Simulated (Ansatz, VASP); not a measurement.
Al4AsN3 in VASP and in Ansatz

The input INCAR:

```
SYSTEM = Al4AsN3
ALGO = Normal
EDIFF = 1E-6
ENCUT = 520
GGA = PE
ISIF = 2
ISMEAR = -1
LASPH = .TRUE.
LCHARG = .FALSE.
LREAL = .FALSE.
LWAVE = .FALSE.
NBANDS = 26
NELM = 100
PREC = Accurate
SIGMA = 0.02
```

The input KPOINTS:

```
k-points
0
G
  8 6 6
  0 0 0
```

Contents of POSCAR:

```
Al4AsN3
1.0
    3.2289175755      0.0000000000      0.0000000000
    0.0000000000      3.3687222563      4.7632763106
    0.0000000000     -3.3687222563      4.7632763106
N As Al
3 1 4
Direct
    0.0000000000      0.0008084629      0.0008084629
    0.5000000000      0.0001113951      0.4978425354
    0.5000000000      0.4978425354      0.0001113951
    0.0000000000      0.5083139945      0.5083139945
    0.5000000000      0.8755055840      0.8755055840
    0.0000000000      0.9231125002      0.3567131595
    0.0000000000      0.3567131595      0.9231125002
    0.5000000000      0.3375923684      0.3375923684
```

Input for Ansatz:

```yaml
crystal:
  lattice:
    - [3.2289175755, 0.0, 0.0]
    - [0.0, 3.3687222563, 4.7632763106]
    - [0.0, -3.3687222563, 4.7632763106]
  atoms:
    - { symbol: "N", position: [0.0, 0.0008084629, 0.0008084629] }
    - { symbol: "N", position: [0.5, 0.0001113951, 0.4978425354] }
    - { symbol: "N", position: [0.5, 0.4978425354, 0.0001113951] }
    - { symbol: As, position: [0.0, 0.5083139945, 0.5083139945] }
    - { symbol: Al, position: [0.5, 0.875505584, 0.875505584] }
    - { symbol: Al, position: [0.0, 0.9231125002, 0.3567131595] }
    - { symbol: Al, position: [0.0, 0.3567131595, 0.9231125002] }
    - { symbol: Al, position: [0.5, 0.3375923684, 0.3375923684] }
kpoints:
  mp_grid: { grid: [8, 6, 6] }
  band_path:
    path:
      - [[0.0, 0.0, 0.0], [0.0, 0.5, 0.5], [0.0, 0.6249571480841, 0.3750428519159]]
      - [[0.0, 0.3750428519159, -0.3750428519159], [0.0, 0.0, 0.0], [0.5, 0.0, 0.0], [0.5, 0.3750428519159, -0.3750428519159]]
      - [[0.5, 0.6249571480841, 0.3750428519159], [0.5, 0.5, 0.5], [0.0, 0.5, 0.5]]
      - [[0.0, 0.0, 0.0], [0.0, 0.5, -1.381758191653e-17], [0.5, 0.5, -1.381758191653e-17], [0.5, 0.0, 0.0], [0.5, 0.5, 0.5]]
    npoints: 10
hamiltonian:
  xc: pbe
scf:
  occupations: { method: fermi_dirac, width: 0.02 }
  n_extra_bands: 6
output:
  forces: true
  stress: true
  eigenvalues: true
  write_density: true
  write_potential: true
  elf: true
  volumetric_format: npy
```

Alike in both runs: task single point; functional PBE; k mesh 8 × 6 × 6; occupations fermi-dirac, width 0.02 eV; no spin polarisation.

|  | VASP | Ansatz |
| --- | --- | --- |
| version | VASP 6.6.1 | Ansatz 0.2.0 |
| potentials or method | VASP PAW PBE potentials, release 64 (N, As, Al) | plane waves, PAW |
| plane-wave cutoff (eV) | 520 | 420 |
| valence electrons in the cell | 32 | 42 |

Ansatz gave:

- pressure (GPa): 3.6
- traceless stress, the component that is largest in VASP (GPa): 0.33
- rms of the force components (eV/Å): 0.054

What did VASP give for the same quantities?

Pressure (GPa): 3.6; traceless stress, the component that is largest in VASP (GPa): 0.33; rms of the force components (eV/Å): 0.062.

Atom by atom the forces differ by 0.014 eV/Å (rms over components). With one functional, cell and mesh, what is left measures potentials, basis and numerics. VASP's potentials hold 32 valence electrons a cell and Ansatz's 42, so a difference there can come from the potentials and not from the codes.
